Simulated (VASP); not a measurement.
Runs of VASP 6.6.1 on HfN. The structure is that of space group P6_3/mmc (No. 194), or close to it. The cells are those of the table. 

```tsv
task	cell	k mesh	cutoff (eV)	gap on the mesh (eV)	pressure (GPa)
single point	a = 3.128, b = 3.128, c = 5.391 Å, angles 90.0, 90.0, 120.0°, 4 atoms	18 × 18 × 10	520	none	-2.1
single point	a = 3.096, b = 3.096, c = 5.607 Å, angles 90.0, 90.0, 120.0°, 4 atoms	18 × 18 × 10	520	none	-7.1
single point	a = 3.112, b = 3.112, c = 5.499 Å, angles 90.0, 90.0, 120.0°, 4 atoms	18 × 18 × 10	520	none	-4.8
relaxation of cell and atoms	relaxed to -2 GPa from a = 3.148, b = 3.148, c = 5.425 Å, angles 90.0, 90.0, 120.0°, 4 atoms	18 × 18 × 8	600	none	-2.1
single point	a = 2.940, b = 2.940, c = 5.585 Å, angles 90.0, 90.0, 120.0°, 4 atoms	18 × 18 × 10	520	none	(a)
```

Alike in all rows: level PBEsol; potentials or basis VASP PAW PBE potentials, release 64 (Hf_pv, N); no spin polarisation; smearing gaussian 0.1 eV.

Fill in the values left out.

(a) 27.1.

Caveats: the PAW data sets were made with another functional, which shifts forces and pressure a little; spin-orbit coupling is left out, which moves the levels of the heavy elements; the stress differs along the axes, from -21 to -0 GPa (at least some runs); the stress differs along the axes, from -12 to -1 GPa (at least some runs); the cell is relaxed towards a set pressure, so the run minimises the enthalpy, not the energy (at least some runs); the stress differs along the axes, from -2 to 42 GPa (at least some runs).

A k mesh can miss the band edges, and the runs leave out spin-orbit coupling on Hf.

A gap of «none» marks levels without a gap at the run's occupations.
